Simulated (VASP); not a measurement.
# Ca (Fd-3m) in VASP: single point with RPBE

Aim: the single point of Ca with RPBE.

Everything below comes from runs of VASP 6.6.1. Logs are shortened: lines on timing, memory, paths and dates and some standing lists are left out, and cuts for length are marked.

## 1. The cell of the first run

The structure is cubic, space group Fd-3m (No. 227). Conventional cell: a = 8.415 Å, b = 8.415 Å, c = 8.415 Å, α = 90.00°, β = 90.00°, γ = 90.00°. Within 4.8 Å of Ca (site symmetry -43m) lie 4 Ca at 3.64 Å.

## 2. Single point, RPBE (volume scaled by 0.88)

The input, INCAR:

```
SYSTEM = Ca
  ALGO = Normal
  EDIFF = 1E-6
  ENCUT = 520
  GGA = RP
  ISIF = 2
  ISMEAR = -1
  LASPH = .True.
  LCHARG = .True.
  LELF = .True.
  LREAL = .False.
  LVHAR = .True.
  LWAVE = .False.
  NBANDS = 17
  NELM = 100
  PREC = Accurate
  SIGMA = 0.1
```

The input, KPOINTS:

```
k-points
0
Gamma
  7 7 7
  0 0 0
```

The input, POSCAR:

```
Ca
1.0
    0.0000000000      4.2072936563      4.2072936563
    4.2072936563      0.0000000000      4.2072936563
    4.2072936563      4.2072936563      0.0000000000
Ca
2
Direct
    0.1250000000      0.1250000000      0.1250000000
    0.8750000000      0.8750000000      0.8750000000
```

Potentials or basis: VASP PAW PBE potentials, release 64 (Ca_sv).

Command:

```bash
$ cat potpaw_PBE.64/Ca_sv/POTCAR > POTCAR
$ mpirun -np 1 vasp_std > vasp.out
```

OUTCAR:

```text
SYSTEM = Ca
   EDIFF = 1E-6
   ENCUT = 520
   GGA = RP
   ISIF = 2
   ISMEAR = -1
   LASPH = .True.
   LREAL = .False.
   NELM = 100
   PREC = Accurate

 ion  position               nearest neighbor table
   1  0.125  0.125  0.125-
   2  0.875  0.875  0.875-

  LATTYP: Found a face centered cubic cell.
 ALAT       =     8.4145873126

  Lattice vectors:

 A1 = (   0.0000000000,   4.2072936563,   4.2072936563)
 A2 = (   4.2072936563,   0.0000000000,   4.2072936563)
 A3 = (   4.2072936563,   4.2072936563,   0.0000000000)

Analysis of symmetry for initial positions (statically):
=====================================================================
 Subroutine PRICEL returns:
 Original cell was already a primitive cell.

 Routine SETGRP: Setting up the symmetry group for a
 face centered cubic supercell.

 Subroutine GETGRP returns: Found 48 space group operations
 (whereof 12 operations were pure point group operations)
 out of a pool of 48 trial point group operations.

The static configuration has the point symmetry D_3d.
 The point group associated with its full space group is O_h .

Analysis of symmetry for dynamics (positions and initial velocities):
=====================================================================
 Subroutine PRICEL returns:
 Original cell was already a primitive cell.

 Routine SETGRP: Setting up the symmetry group for a
 face centered cubic supercell.

 Subroutine GETGRP returns: Found 48 space group operations
 (whereof 12 operations were pure point group operations)
 out of a pool of 48 trial point group operations.

The dynamic configuration has the point symmetry D_3d.
 The point group associated with its full space group is O_h .

 Subroutine INISYM returns: Found 48 space group operations
 (whereof 12 operations are pure point group operations),
 and found     1 'primitive' translations

----------------------------------------------------------------------------------------

                                     Primitive cell

  volume of cell :     148.9493

  direct lattice vectors                    reciprocal lattice vectors
     0.000000000  4.207293656  4.207293656    -0.118841241  0.118841241  0.118841241
     4.207293656  0.000000000  4.207293656     0.118841241 -0.118841241  0.118841241
     4.207293656  4.207293656  0.000000000     0.118841241  0.118841241 -0.118841241

  length of vectors
     5.950011750  5.950011750  5.950011750     0.205839068  0.205839068  0.205839068

  position of ions in fractional coordinates (direct lattice)
     0.125000000  0.125000000  0.125000000
     0.875000000  0.875000000  0.875000000

  ion indices of the primitive-cell ions
   primitive index   ion index
                 1           1
                 2           2

----------------------------------------------------------------------------------------

 KPOINTS: k-points

Automatic generation of k-mesh.
 Grid dimensions read from file:
 generate k-points for:    7    7    7

 Generating k-lattice:

  Cartesian coordinates                     Fractional coordinates (reciprocal lattice)
    -0.016977320  0.016977320  0.016977320     0.142857143  0.000000000  0.000000000
     0.016977320 -0.016977320  0.016977320     0.000000000  0.142857143  0.000000000
     0.016977320  0.016977320 -0.016977320     0.000000000  0.000000000  0.142857143

  Length of vectors
     0.029405581  0.029405581  0.029405581

  Shift w.r.t. Gamma in fractional coordinates (k-lattice)
     0.000000000  0.000000000  0.000000000

 Subroutine IBZKPT returns following result:
 ===========================================

 Found     20 irreducible k-points:

 Following reciprocal coordinates:
            Coordinates               Weight
  0.000000  0.000000  0.000000      1.000000
  0.142857  0.000000  0.000000      8.000000
  0.285714  0.000000  0.000000      8.000000
  0.428571  0.000000  0.000000      8.000000
  0.142857  0.142857  0.000000      6.000000
  0.285714  0.142857  0.000000     24.000000
[... 12 lines left out ...]
 -0.428571  0.428571  0.142857     24.000000
 -0.285714  0.428571  0.142857     24.000000
   k-points           NKPTS =     20   k-points in BZ     NKDIM =     20   number of bands    NBANDS=     17
   number of dos      NEDOS =    301   number of ions     NIONS =      2
   total plane-waves  NPLWV = 110592
   dimension x,y,z NGX =    48 NGY =   48 NGZ =   48
   dimension x,y,z NGXF=    96 NGYF=   96 NGZF=   96
   ions per type =               2
   NGX,Y,Z   is equivalent  to a cutoff of  13.41, 13.41, 13.41 a.u.
   NGXF,Y,Z  is equivalent  to a cutoff of  26.82, 26.82, 26.82 a.u.
 SYSTEM =  Ca
   PREC   = accura    normal or accurate (medium, high low for compatibility)
   ISTART =      0    job   : 0-new  1-cont  2-samecut
   ICHARG =      2    charge: 1-file 2-atom 10-const
   ISPIN  =      1    spin polarized calculation?
   LNONCOLLINEAR =      F non collinear calculations
   LSORBIT =      F    spin-orbit coupling
   LASPH  =      T    aspherical Exc in radial PAW
   ENCUT  =  520.0 eV  38.22 Ry    6.18 a.u.  11.06 11.06 11.06*2*pi/ulx,y,z
   NELM   =    100;   NELMIN=  2; NELMDL= -5     # of ELM steps
   EDIFF  = 0.1E-05   stopping-criterion for ELM
   LREAL  =      F    real-space projection
   EDIFFG = 0.1E-04   stopping-criterion for IOM
   NSW    =      0    number of steps for IOM
   IBRION =     -1    ionic relax: 0-MD 1-quasi-New 2-CG
   NFREE  =      0    steps in history (QN), initial steepest desc. (CG)
   ISIF   =      2    stress and relaxation
   ISYM   =      2    0-nonsym 1-usesym 2-fastsym
   POTIM  = 0.5000    time-step for ionic-motion
   TEBEG  =    0.0;   TEEND  =   0.0 temperature during run
   PSTRESS=    0.0 pullay stress
   NELECT =      20.0000    total number of electrons
   NUPDOWN=      -1.0000    fix difference up-down
   EMIN   =  10.00;   EMAX   =-10.00  energy-range for DOS
   EFERMI =   0.00;   METHOD = LEGACY
   ISMEAR =    -1;   SIGMA  =   0.10  broadening in eV -4-tet -1-fermi 0-gaus
   EFERMI_NEDOS =   21; number of points for ismear=-14 and -15
   IALGO  =     38    algorithm
   IMIX   =      4    mixing-type and parameters
     AMIX     =   0.40;   BMIX     =  1.00
     AMIX_MAG =   1.60;   BMIX_MAG =  1.00
  volume/ion in A,a.u.               =      74.47       502.58
  Fermi-wavevector in a.u.,A,eV,Ry     =   0.838311  1.584179  9.561710  0.702766
  Thomas-Fermi vector in A             =   1.952345
   LORBIT       =      0    0 simple, 1 ext, 2 COOP (PROOUT), +10 PAW based schemes
   GGA     = RP    functional components
   LHFCALC =     F    Hartree Fock is set to
   AEXX    =    0.0000 exact exchange contribution
   IVDW    =     0    specifies the selected vdW correction
   LEPSILON=     F    determine dielectric tensor
   LRPA    =     F    only Hartree local field effects (RPA)
 non-spin polarized calculation
  energy-cutoff  :      520.00
  volume of cell :      148.95
 maximum number of plane-waves:      4028
 NGX is ok and might be reduce to    48
   NGX = 23   NGY = 23   NGZ = 23

 number of electron      20.0000001 magnetization

 Free energy of the ion-electron system (eV)
  ---------------------------------------------------
  ext. energy  EPLUGINS =         0.00000000
  ---------------------------------------------------
  free energy    TOTEN  =        -1.50052620 eV

  energy without entropy =       -1.38873687  energy(sigma->0) =       -1.44463153

 E-fermi :   0.1578     XC(G=0):  -5.9102

 val. band max:        0.1430689616   @ k =  -0.4286   0.4286   0.0000
 cond. band min:       0.1679446260   @ k =   0.4286   0.2857   0.1429
 fundamental gap:      0.0248756644
 Fermi energy:         0.1577742330

 k-point     1 :       0.0000    0.0000    0.0000
  band No.  band energies     occupation
      1     -43.0696      2.00000
      2     -43.0481      2.00000
      3     -24.0017      2.00000
      4     -24.0017      2.00000
      5     -24.0017      2.00000
      6     -23.9285      2.00000
[... 9 lines left out ...]
     16       1.6349      0.00000
     17       1.6349      0.00000

 k-point     2 :       0.1429    0.0000    0.0000
  band No.  band energies     occupation
      1     -43.0688      2.00000
      2     -43.0489      2.00000
      3     -24.0030      2.00000
      4     -24.0030      2.00000
      5     -24.0009      2.00000
      6     -23.9295      2.00000
[... 9 lines left out ...]
     16       1.6459      0.00000
     17       1.6459      0.00000

 k-point     3 :       0.2857    0.0000    0.0000
  band No.  band energies     occupation
      1     -43.0667      2.00000
      2     -43.0510      2.00000
      3     -24.0059      2.00000
      4     -24.0059      2.00000
      5     -23.9991      2.00000
      6     -23.9317      2.00000
[... 9 lines left out ...]
     16       1.7448      0.00000
     17       1.7448      0.00000

 k-point     4 :       0.4286    0.0000    0.0000
  band No.  band energies     occupation
      1     -43.0646      2.00000
      2     -43.0531      2.00000
      3     -24.0081      2.00000
      4     -24.0081      2.00000
      5     -23.9976      2.00000
      6     -23.9336      2.00000
[... 9 lines left out ...]
     16       1.9359      0.00000
     17       1.9359      0.00000
[... 263 lines left out ...]
      1     -43.0626      2.00000
      2     -43.0551      2.00000
      3     -24.0148      2.00000
      4     -24.0113      2.00000
      5     -23.9830      2.00000
      6     -23.9480      2.00000
[... 9 lines left out ...]
     16       1.7827      0.00000
     17       2.1268      0.00000

 k-point    19 :      -0.4286    0.4286    0.1429
  band No.  band energies     occupation
      1     -43.0610      2.00000
      2     -43.0567      2.00000
      3     -24.0152      2.00000
      4     -24.0142      2.00000
      5     -23.9739      2.00000
      6     -23.9573      2.00000
[... 9 lines left out ...]
     16       1.6309      0.00000
     17       2.1777      0.00000

 k-point    20 :      -0.2857    0.4286    0.1429
  band No.  band energies     occupation
      1     -43.0603      2.00000
      2     -43.0574      2.00000
      3     -24.0161      2.00000
      4     -24.0137      2.00000
      5     -23.9729      2.00000
      6     -23.9582      2.00000
[... 9 lines left out ...]
     16       1.6759      0.00000
     17       2.2391      0.00000

------------------------ aborting loop because EDIFF is reached ----------------------------------------

  FORCE on cell =-STRESS in cart. coord.  units (eV):
  Direction    XX          YY          ZZ          XY          YZ          ZX
  --------------------------------------------------------------------------------------
  -------------------------------------------------------------------------------------
  Total        0.5736670      0.5736670      0.5736670     -0.0000000      0.0000000     -0.0000000
  in kB        6.1706651      6.1706651      6.1706651     -0.0000000      0.0000000     -0.0000000
  external PRESSURE =       6.1706651 kB  Pullay stress =       0.0000000 kB

 VOLUME and BASIS-vectors are now :
 -----------------------------------------------------------------------------
  energy-cutoff  :      520.00
  volume of cell :      148.95
      direct lattice vectors                 reciprocal lattice vectors
     0.000000000  4.207293656  4.207293656    -0.118841241  0.118841241  0.118841241
     4.207293656  0.000000000  4.207293656     0.118841241 -0.118841241  0.118841241
     4.207293656  4.207293656  0.000000000     0.118841241  0.118841241 -0.118841241

 POSITION                                       TOTAL-FORCE (eV/Angst)
 -----------------------------------------------------------------------------------
      1.05182      1.05182      1.05182        -0.000000     -0.000000     -0.000000
      7.36276      7.36276      7.36276         0.000000      0.000000      0.000000
 -----------------------------------------------------------------------------------
    total drift:                                0.000000      0.000000      0.000000

  FREE ENERGIE OF THE ION-ELECTRON SYSTEM (eV)
  ---------------------------------------------------
  free  energy   TOTEN  =        -1.5005261982 eV

  energy  without entropy=       -1.3887368656  energy(sigma->0) =       -1.44463153
```

Run time: 2.2 min. Hardware: 1 thread of AMD EPYC 7R13, shared host; peak memory 0.29 GiB.

What came out:

```yaml
Free_energy: -1.5005 eV
Pressure: 0.6 GPa
Band_gap_on_the_k_mesh: zero (band 10 reaches 0.83 eV, above the bottom of band 11 at -0.02 eV)
```

Levels at points of the mesh, in eV from the Fermi level:
| k point | band 8 | band 9 | band 10 | band 11 | band 12 | band 13 |
| --- | --- | --- | --- | --- | --- | --- |
| (0.00, 0.00, 0.00) | -24.09 | -3.05 | 0.67 | 0.67 | 0.67 | 0.89 |

Caveat: the PAW data sets were made with another functional, which shifts forces and pressure a little.
